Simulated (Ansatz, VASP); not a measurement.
**BaTiO3: VASP beside Ansatz**

File INCAR:

```
PREC = Accurate ; ENCUT = 600
EDIFF = 1E-6 ; ISMEAR = -1
SIGMA = 0.05 ; LREAL = F
LASPH = T ; NELM = 100
ALGO = Normal ; ISIF = 3
LWAVE = F ; LCHARG = F
GGA = RP ; IVDW = 12
IBRION = 2 ; NSW = 60
EDIFFG = -0.01
```

The input KPOINTS:

```
Automatic mesh
0
Gamma
  7 7 7
```

File POSCAR:

```
BaTiO3
1.0
    2.8273666084      1.6323808724      2.3183934932
   -2.8273666084      1.6323808724      2.3183934932
    0.0000000000     -3.2647617449      2.3183934932
Ba Ti O
1 1 3
Direct
    0.0000000000      0.0000000000      0.0000000000
    0.4845000000      0.4845000000      0.4845000000
    0.5086000000      0.0175000000      0.5086000000
    0.0175000000      0.5086000000      0.5086000000
    0.5086000000      0.5086000000      0.0175000000
```

The input input.yaml:

```yaml
crystal:
  lattice:
    - [2.8273666084, 1.6323808724, 2.3183934932]
    - [-2.8273666084, 1.6323808724, 2.3183934932]
    - [0.0, -3.2647617449, 2.3183934932]
  atoms:
    - { symbol: Ba, position: [0.0, 0.0, 0.0] }
    - { symbol: Ti, position: [0.4845, 0.4845, 0.4845] }
    - { symbol: O, position: [0.5086, 0.0175, 0.5086] }
    - { symbol: O, position: [0.0175, 0.5086, 0.5086] }
    - { symbol: O, position: [0.5086, 0.5086, 0.0175] }
hamiltonian:
  xc: rpbe
  pseudopotentials: { kind: paw }
  dispersion: d3bj
kpoints:
  mp_grid: { grid: [7, 7, 7] }
scf:
  occupations: { method: fermi_dirac, width: 0.05 }
output:
  forces: true
  stress: true
  eigenvalues: true
relax:
  f_tol: 0.01
  max_steps: 40
  cell: { stress_tol: 0.05 }
```

Alike in both runs: task relaxation of cell and atoms; functional RPBE; dispersion D3(BJ); k mesh 7 × 7 × 7; occupations fermi-dirac, width 0.05 eV; no spin polarisation.

```csv
,VASP,Ansatz
version,VASP 6.6.1,Ansatz 0.2.0
potentials or method,"VASP PAW PBE potentials, release 64 (Ba_sv, Ti_sv, O)",Ansatz PAW
plane-wave cutoff (eV),600,420
valence electrons in the cell,40,40
```

|  | VASP | Ansatz | Ansatz less VASP |
| --- | --- | --- | --- |
| gap on the k mesh at the Fermi level, each at its own relaxed structure (eV) | 2.01 | 2.05 | +0.032 |
| relaxed volume (Å³/atom) | 11.61 | 11.50 | -0.113 |
| relaxed cell length with the largest relative difference (Å) | 3.872 | 3.860 | -0.0127 |

VASP's potentials were made for PBE, not for RPBE.

Spin-orbit coupling is off throughout. Noted on Ansatz's run: odd divisions of the mesh miss points on the zone boundary, where band edges often lie, so the gap on the mesh can be too wide; the plane-wave basis is chosen anew once the cell has moved, so the energies of steps on either side of that aren't comparable.
